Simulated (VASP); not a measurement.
# TlGa (P-6m2) in VASP: notebook

Runs on TlGa. Level: PBE. Tasks: single point.

Everything below comes from runs of VASP 6.6.1. Logs are shortened: lines on timing, memory, paths and dates and some standing lists are left out, and cuts for length are marked.

## 1. The cell of the first run

The structure is hexagonal, space group P-6m2 (No. 187). Conventional cell: a = 3.652 Å, b = 3.652 Å, c = 5.868 Å, α = 90.00°, β = 90.00°, γ = 120.00°. Within 4.7 Å of Tl (site symmetry -6m2) lie 6 Ga at 3.61 Å and 6 Tl at 3.65 Å. Within 4.7 Å of Ga (site symmetry -6m2) lie 6 Tl at 3.61 Å and 6 Ga at 3.65 Å.

## 2. Single point, PBE

Input file INCAR:

```
SYSTEM = TlGa
ALGO = Fast
EDIFF = 1E-7
ENCUT = 520
GGA = PE
ISIF = 2
ISMEAR = 1
LASPH = .True.
LCHARG = .True.
LELF = .True.
LREAL = .False.
LVHAR = .True.
LWAVE = .False.
NBANDS = 20
NELM = 80
PREC = Accurate
SIGMA = 0.01
```

Input file KPOINTS:

```
k-points
0
Gamma
  7 7 4
  0 0 0
```

Input file POSCAR:

```
TlGa
1.0
    3.6521389600      0.0000000000      0.0000000000
   -1.8260694800      3.1628451200      0.0000000000
    0.0000000000      0.0000000000      5.8682937400
Tl Ga
1 1
Direct
    0.3333333300      0.6666666700      0.5000000000
    0.0000000000      0.0000000000      0.0000000000
```

Potentials or basis: VASP PAW PBE potentials, release 64 (Tl_d, Ga_d).

Started as:

```
$ cat potpaw_PBE.64/Tl_d/POTCAR potpaw_PBE.64/Ga_d/POTCAR > POTCAR
$ mpirun -np 1 vasp_std > vasp.out
```

OUTCAR:

```text
SYSTEM = TlGa
   EDIFF = 1E-7
   ENCUT = 520
   GGA = PE
   ISIF = 2
   ISMEAR = 1
   LASPH = .True.
   LREAL = .False.
   NELM = 80
   PREC = Accurate

 ion  position               nearest neighbor table
   1  0.333  0.667  0.500-
   2  0.000  0.000  0.000-

  LATTYP: Found a hexagonal cell.
 ALAT       =     3.6521389600
 C/A-ratio  =     1.6068100925

  Lattice vectors:

 A1 = (   3.6521389600,   0.0000000000,   0.0000000000)
 A2 = (  -1.8260694800,   3.1628451200,   0.0000000000)
 A3 = (   0.0000000000,   0.0000000000,   5.8682937400)

Analysis of symmetry for initial positions (statically):
=====================================================================
 Subroutine PRICEL returns:
 Original cell was already a primitive cell.

 Routine SETGRP: Setting up the symmetry group for a
 hexagonal supercell.

 Subroutine GETGRP returns: Found 12 space group operations
 (whereof 12 operations were pure point group operations)
 out of a pool of 24 trial point group operations.

The static configuration has the point symmetry D_3h.

Analysis of symmetry for dynamics (positions and initial velocities):
=====================================================================
 Subroutine PRICEL returns:
 Original cell was already a primitive cell.

 Routine SETGRP: Setting up the symmetry group for a
 hexagonal supercell.

 Subroutine GETGRP returns: Found 12 space group operations
 (whereof 12 operations were pure point group operations)
 out of a pool of 24 trial point group operations.

The dynamic configuration has the point symmetry D_3h.

 Subroutine INISYM returns: Found 12 space group operations
 (whereof 12 operations are pure point group operations),
 and found     1 'primitive' translations

----------------------------------------------------------------------------------------

                                     Primitive cell

  volume of cell :      67.7855

  direct lattice vectors                    reciprocal lattice vectors
     3.652138960  0.000000000  0.000000000     0.273812144  0.158085515  0.000000000
    -1.826069480  3.162845120  0.000000000     0.000000000  0.316171030  0.000000000
     0.000000000  0.000000000  5.868293740     0.000000000  0.000000000  0.170407284

  length of vectors
     3.652138960  3.652138962  5.868293740     0.316171030  0.316171030  0.170407284

  position of ions in fractional coordinates (direct lattice)
     0.333333330  0.666666670  0.500000000
     0.000000000  0.000000000  0.000000000

  ion indices of the primitive-cell ions
   primitive index   ion index
                 1           1
                 2           2

----------------------------------------------------------------------------------------

 KPOINTS: k-points

Automatic generation of k-mesh.
 Grid dimensions read from file:
 generate k-points for:    7    7    4

 Generating k-lattice:

  Cartesian coordinates                     Fractional coordinates (reciprocal lattice)
     0.039116021  0.022583645  0.000000000     0.142857143  0.000000000  0.000000000
     0.000000000  0.045167290  0.000000000     0.000000000  0.142857143  0.000000000
     0.000000000  0.000000000  0.042601821     0.000000000  0.000000000  0.250000000

  Length of vectors
     0.045167290  0.045167290  0.042601821

  Shift w.r.t. Gamma in fractional coordinates (k-lattice)
     0.000000000  0.000000000  0.000000000

 Subroutine IBZKPT returns following result:
 ===========================================

 Found     24 irreducible k-points:

 Following reciprocal coordinates:
            Coordinates               Weight
  0.000000  0.000000  0.000000      1.000000
  0.142857  0.000000  0.000000      6.000000
  0.285714  0.000000  0.000000      6.000000
  0.428571  0.000000  0.000000      6.000000
  0.142857  0.142857  0.000000      6.000000
  0.285714  0.142857  0.000000     12.000000
[... 16 lines left out ...]
  0.428571  0.142857  0.500000      6.000000
  0.285714  0.285714  0.500000      6.000000
   k-points           NKPTS =     24   k-points in BZ     NKDIM =     24   number of bands    NBANDS=     20
   number of dos      NEDOS =    301   number of ions     NIONS =      2
   total plane-waves  NPLWV =  37632
   dimension x,y,z NGX =    28 NGY =   28 NGZ =   48
   dimension x,y,z NGXF=    56 NGYF=   56 NGZF=   96
   ions per type =               1   1
   NGX,Y,Z   is equivalent  to a cutoff of  12.75, 12.75, 13.60 a.u.
   NGXF,Y,Z  is equivalent  to a cutoff of  25.49, 25.49, 27.20 a.u.
 SYSTEM =  TlGa
   PREC   = accura    normal or accurate (medium, high low for compatibility)
   ISTART =      0    job   : 0-new  1-cont  2-samecut
   ICHARG =      2    charge: 1-file 2-atom 10-const
   ISPIN  =      1    spin polarized calculation?
   LNONCOLLINEAR =      F non collinear calculations
   LSORBIT =      F    spin-orbit coupling
   LASPH  =      T    aspherical Exc in radial PAW
   ENCUT  =  520.0 eV  38.22 Ry    6.18 a.u.   6.79  6.79 10.91*2*pi/ulx,y,z
   NELM   =     80;   NELMIN=  2; NELMDL= -5     # of ELM steps
   EDIFF  = 0.1E-06   stopping-criterion for ELM
   LREAL  =      F    real-space projection
   EDIFFG = 0.1E-05   stopping-criterion for IOM
   NSW    =      0    number of steps for IOM
   IBRION =     -1    ionic relax: 0-MD 1-quasi-New 2-CG
   NFREE  =      0    steps in history (QN), initial steepest desc. (CG)
   ISIF   =      2    stress and relaxation
   ISYM   =      2    0-nonsym 1-usesym 2-fastsym
   POTIM  = 0.5000    time-step for ionic-motion
   TEBEG  =    0.0;   TEEND  =   0.0 temperature during run
   PSTRESS=    0.0 pullay stress
   NELECT =      26.0000    total number of electrons
   NUPDOWN=      -1.0000    fix difference up-down
   EMIN   =  10.00;   EMAX   =-10.00  energy-range for DOS
   EFERMI =   0.00;   METHOD = LEGACY
   ISMEAR =     1;   SIGMA  =   0.01  broadening in eV -4-tet -1-fermi 0-gaus
   EFERMI_NEDOS =   21; number of points for ismear=-14 and -15
   IALGO  =     68    algorithm
   IMIX   =      4    mixing-type and parameters
     AMIX     =   0.40;   BMIX     =  1.00
     AMIX_MAG =   1.60;   BMIX_MAG =  1.00
  volume/ion in A,a.u.               =      33.89       228.72
  Fermi-wavevector in a.u.,A,eV,Ry     =   1.189470  2.247773 19.250060  1.414840
  Thomas-Fermi vector in A             =   2.325577
   LORBIT       =      0    0 simple, 1 ext, 2 COOP (PROOUT), +10 PAW based schemes
   GGA     = PE    functional components
   LHFCALC =     F    Hartree Fock is set to
   AEXX    =    0.0000 exact exchange contribution
   IVDW    =     0    specifies the selected vdW correction
   LEPSILON=     F    determine dielectric tensor
   LRPA    =     F    only Hartree local field effects (RPA)
 non-spin polarized calculation
 RMM-DIIS sequential band-by-band and
 Methfessel and Paxton  Order N= 1 SIGMA  =   0.01
  energy-cutoff  :      520.00
  volume of cell :       67.79
 maximum number of plane-waves:      1846
 NGX is ok and might be reduce to    28
   NGX = 13   NGY = 13   NGZ = 21

 number of electron      26.0000001 magnetization

 Free energy of the ion-electron system (eV)
  ---------------------------------------------------
  ext. energy  EPLUGINS =         0.00000000
  ---------------------------------------------------
  free energy    TOTEN  =        -4.52115566 eV

  energy without entropy =       -4.52115519  energy(sigma->0) =       -4.52115550

 E-fermi :   3.2376     XC(G=0):  -8.8861

 val. band max:        3.2115713119   @ k =   0.2857   0.1429   0.5000
 cond. band min:       3.2437758530   @ k =   0.2857   0.1429   0.5000
 fundamental gap:      0.0322045411
 Fermi energy:         3.2375913004

 k-point     1 :       0.0000    0.0000    0.0000
  band No.  band energies     occupation
      1     -11.6178      2.00000
      2     -11.5846      2.00000
      3     -11.5846      2.00000
      4     -11.5834      2.00000
      5     -11.5834      2.00000
      6      -8.2570      2.00000
[... 12 lines left out ...]
     19      12.1651      0.00000
     20      13.8093      0.00000

 k-point     2 :       0.1429    0.0000    0.0000
  band No.  band energies     occupation
      1     -11.6138      2.00000
      2     -11.5876      2.00000
      3     -11.5856      2.00000
      4     -11.5845      2.00000
      5     -11.5773      2.00000
      6      -8.2383      2.00000
[... 12 lines left out ...]
     19      12.3062      0.00000
     20      14.3984      0.00000

 k-point     3 :       0.2857    0.0000    0.0000
  band No.  band energies     occupation
      1     -11.6087      2.00000
      2     -11.5968      2.00000
      3     -11.5867      2.00000
      4     -11.5839      2.00000
      5     -11.5608      2.00000
      6      -8.2828      2.00000
[... 12 lines left out ...]
     19      10.8087      0.00000
     20      13.1716      0.00000

 k-point     4 :       0.4286    0.0000    0.0000
  band No.  band energies     occupation
      1     -11.6094      2.00000
      2     -11.6041      2.00000
      3     -11.5886      2.00000
      4     -11.5783      2.00000
      5     -11.5474      2.00000
      6      -8.3256      2.00000
[... 12 lines left out ...]
     19      10.0963      0.00000
     20      12.6096      0.00000

 k-point     5 :       0.1429    0.1429    0.0000
  band No.  band energies     occupation
      1     -11.6076      2.00000
      2     -11.5936      2.00000
      3     -11.5867      2.00000
      4     -11.5864      2.00000
      5     -11.5659      2.00000
      6      -8.2184      2.00000
[... 12 lines left out ...]
     19      12.7028      0.00000
     20      12.9697      0.00000
[... 353 lines left out ...]
      6      -8.2180      2.00000
[... 12 lines left out ...]
     19      12.6782      0.00000
     20      13.5774      0.00000

 k-point    22 :       0.2857    0.1429    0.5000
  band No.  band energies     occupation
      1     -11.6025      2.00000
      2     -11.6017      2.00000
      3     -11.5895      2.00000
      4     -11.5818      2.00000
      5     -11.5543      2.00000
      6      -8.2505      2.00000
[... 12 lines left out ...]
     19      12.3732      0.00000
     20      12.8535      0.00000

 k-point    23 :       0.4286    0.1429    0.5000
  band No.  band energies     occupation
      1     -11.6049      2.00000
      2     -11.6026      2.00000
      3     -11.5909      2.00000
      4     -11.5767      2.00000
      5     -11.5503      2.00000
      6      -8.2692      2.00000
[... 12 lines left out ...]
     19      11.9757      0.00000
     20      12.1500      0.00000

 k-point    24 :       0.2857    0.2857    0.5000
  band No.  band energies     occupation
      1     -11.6017      2.00000
      2     -11.5952      2.00000
      3     -11.5938      2.00000
      4     -11.5750      2.00000
      5     -11.5586      2.00000
      6      -8.1631      2.00000
[... 12 lines left out ...]
     19      12.7042      0.00000
     20      12.8333      0.00000

------------------------ aborting loop because EDIFF is reached ----------------------------------------

  FORCE on cell =-STRESS in cart. coord.  units (eV):
  Direction    XX          YY          ZZ          XY          YZ          ZX
  --------------------------------------------------------------------------------------
  -------------------------------------------------------------------------------------
  Total       -1.8374747     -1.8374747     -2.0473212      0.0000000      0.0000000      0.0000000
  in kB      -43.4305058    -43.4305059    -48.3904319      0.0000000      0.0000000      0.0000000
  external PRESSURE =     -45.0838145 kB  Pullay stress =       0.0000000 kB

 VOLUME and BASIS-vectors are now :
 -----------------------------------------------------------------------------
  energy-cutoff  :      520.00
  volume of cell :       67.79
      direct lattice vectors                 reciprocal lattice vectors
     3.652138960  0.000000000  0.000000000     0.273812144  0.158085515  0.000000000
    -1.826069480  3.162845120  0.000000000     0.000000000  0.316171030  0.000000000
     0.000000000  0.000000000  5.868293740     0.000000000  0.000000000  0.170407284

 POSITION                                       TOTAL-FORCE (eV/Angst)
 -----------------------------------------------------------------------------------
     -0.00000      2.10856      2.93415         0.000000      0.000000      0.000000
      0.00000      0.00000      0.00000        -0.000000     -0.000000      0.000000
 -----------------------------------------------------------------------------------
    total drift:                                0.000012     -0.000007     -0.000000

  FREE ENERGIE OF THE ION-ELECTRON SYSTEM (eV)
  ---------------------------------------------------
  free  energy   TOTEN  =        -4.5211556570 eV

  energy  without entropy=       -4.5211551889  energy(sigma->0) =       -4.52115550
```

It took 49 s on 1 thread of Intel Xeon Platinum 8259CL at 2.50GHz (Skylake/Cascade Lake), shared host; peak memory 0.2 GiB.

Results:

```
Free energy            : -4.5212 eV
Pressure               : -4.5 GPa
Band gap on the k mesh : zero (band 13 reaches 5.66 eV, above the bottom of band 14 at 1.97 eV)
```

Caveat: spin-orbit coupling is left out, which moves the levels of the heavy elements.

## 3. Single point, PBE

Input file INCAR:

```
ALGO = Normal ; EDIFF = 1E-6
ENCUT = 520 ; GGA = PE
ISIF = 2 ; ISMEAR = 1
LASPH = True ; LCHARG = True
LELF = True ; LREAL = False
LVHAR = True ; LWAVE = False
NBANDS = 20 ; NELM = 80
PREC = Accurate ; SIGMA = 0.005
```

Input file KPOINTS:

```
k-points
0
Gamma
  7 7 4
```

POSCAR is that of step 2.

Potentials or basis: VASP PAW PBE potentials, release 64 (Tl_d, Ga_d).

Started as:

```
$ cat potpaw_PBE.64/Tl_d/POTCAR potpaw_PBE.64/Ga_d/POTCAR > POTCAR
$ mpirun -np 1 vasp_std > vasp.out
```

Run time: 31 s. Hardware: 1 thread of Intel Xeon Platinum 8259CL at 2.50GHz (Skylake/Cascade Lake), shared host; peak memory 0.19 GiB.

Results (log left out):

```
Free energy            : -4.5212 eV
Pressure               : -4.5 GPa
Band gap on the k mesh : zero (band 13 reaches 5.66 eV, above the bottom of band 14 at 1.97 eV)
```

Stress tensor (GPa, compression positive):
```
-4.34  0.00  0.00
 0.00 -4.34  0.00
 0.00  0.00 -4.86
```

Levels at points of the mesh, in eV from the Fermi level:
| k point | band 10 | band 11 | band 12 | band 13 | band 14 | band 15 | band 16 | band 17 |
| --- | --- | --- | --- | --- | --- | --- | --- | --- |
| (0.00, 0.00, 0.00) | -11.25 | -8.44 | -4.89 | -2.03 | 5.90 | 5.90 | 8.02 | 8.02 |
| (0.00, 0.00, 0.50) | -11.25 | -7.71 | -6.83 | 2.36 | 2.52 | 6.12 | 6.12 | 7.85 |

Caveat: spin-orbit coupling is left out, which moves the levels of the heavy elements.

## 4. Single point, PBE

Input file INCAR:

```
SYSTEM = TlGa
ALGO     = Fast           ! electronic algorithm
EDIFF    = 1E-7           ! SCF threshold, eV
ENCUT    = 520            ! plane-wave cutoff, eV
GGA      = PE             ! functional
ISIF     = 2              ! what is computed and relaxed
ISMEAR   = 0              ! smearing method
LASPH    = .True.         ! aspherical terms in the spheres
LCHARG   = .True.         ! write CHGCAR
LELF     = .True.         ! ELF
LREAL    = .False.        ! projectors in reciprocal space
LVHAR    = .True.       
LWAVE    = .False.        ! write WAVECAR
NBANDS   = 20             ! bands
NELM     = 80             ! most SCF steps
PREC     = Accurate       ! precision mode
SIGMA    = 0.05           ! smearing width, eV
```

Input file KPOINTS:

```
k-points
0
Gamma
  8 8 4
  0 0 0
```

POSCAR is that of step 3.

Started as:

```
$ cat potpaw_PBE.64/Tl_d/POTCAR potpaw_PBE.64/Ga_d/POTCAR > POTCAR
$ mpirun -np 1 vasp_std > vasp.out
```

Wall time 50 s (1 thread of Intel Xeon Platinum 8259CL at 2.50GHz (Skylake/Cascade Lake), shared host); peak memory 0.2 GiB.

Results (log left out):

* Free energy: -4.5113 eV
* Pressure: -4.2 GPa
* Band gap on the k mesh: zero (band 13 reaches 5.66 eV, above the bottom of band 14 at 1.71 eV)

Stress tensor (GPa, compression positive):
```
-3.88  0.00  0.00
 0.00 -3.88  0.00
 0.00  0.00 -4.81
```

Levels at points of the mesh, in eV from the Fermi level:
```csv
k point,band 10,band 11,band 12,band 13,band 14,band 15,band 16,band 17
"(0.00, 0.00, 0.00)",-11.20,-8.44,-4.92,-2.05,5.83,5.83,8.02,8.02
"(0.50, 0.00, 0.00)",-11.10,-5.35,-4.23,-0.82,0.46,1.16,3.00,3.29
"(0.00, 0.00, 0.50)",-11.20,-7.68,-6.89,2.33,2.52,6.05,6.05,7.88
"(0.50, 0.00, 0.50)",-11.09,-4.83,-4.34,-1.69,-1.55,4.11,4.37,4.91
```

Caveat: spin-orbit coupling is left out, which moves the levels of the heavy elements.

## 5. Single point, PBE

Input file INCAR:

```
PREC     = Accurate       # precision mode
ENCUT    = 520            # plane-wave cutoff, eV
EDIFF    = 1E-6           # SCF threshold, eV
ISMEAR   = 0              # smearing method
SIGMA    = 0.05           # smearing width, eV
LREAL    = F              # projectors in reciprocal space
LASPH    = T              # aspherical terms in the spheres
NELM     = 80             # most SCF steps
ALGO     = Normal         # electronic algorithm
ISIF     = 2              # what is computed and relaxed
LWAVE    = F              # write WAVECAR
LCHARG   = F              # write CHGCAR
GGA      = PE             # functional
NBANDS   = 20             # bands
```

Input file KPOINTS:

```
Automatic mesh
0
Gamma
  10 10 5
```

POSCAR is that of step 4.

Started as:

```
$ cat potpaw_PBE.64/Tl_d/POTCAR potpaw_PBE.64/Ga_d/POTCAR > POTCAR
$ mpirun -np 1 vasp_std > vasp.out
```

Wall time 51 s (1 thread of Intel Xeon Platinum 8259CL at 2.50GHz (Skylake/Cascade Lake), shared host); peak memory 0.21 GiB.

Results (log left out):

| Property | Result |
| --- | --- |
| Free energy | -4.5744 eV |
| Pressure | -4.4 GPa |
| Band gap on the k mesh | zero (band 13 reaches 4.68 eV, above the bottom of band 14 at 1.99 eV) |

Stress tensor (GPa, compression positive):
```
-4.16  0.00  0.00
 0.00 -4.16  0.00
 0.00  0.00 -4.93
```

Levels at points of the mesh, in eV from the Fermi level:
```tsv
k point	band 10	band 11	band 12	band 13	band 14	band 15	band 16	band 17
(0.00, 0.00, 0.00)	-11.10	-8.34	-4.81	-1.94	5.94	5.94	8.13	8.13
(0.50, 0.00, 0.00)	-11.00	-5.25	-4.13	-0.71	0.56	1.26	3.11	3.40
```

Caveat: spin-orbit coupling is left out, which moves the levels of the heavy elements.

[end of part 1 of 2]
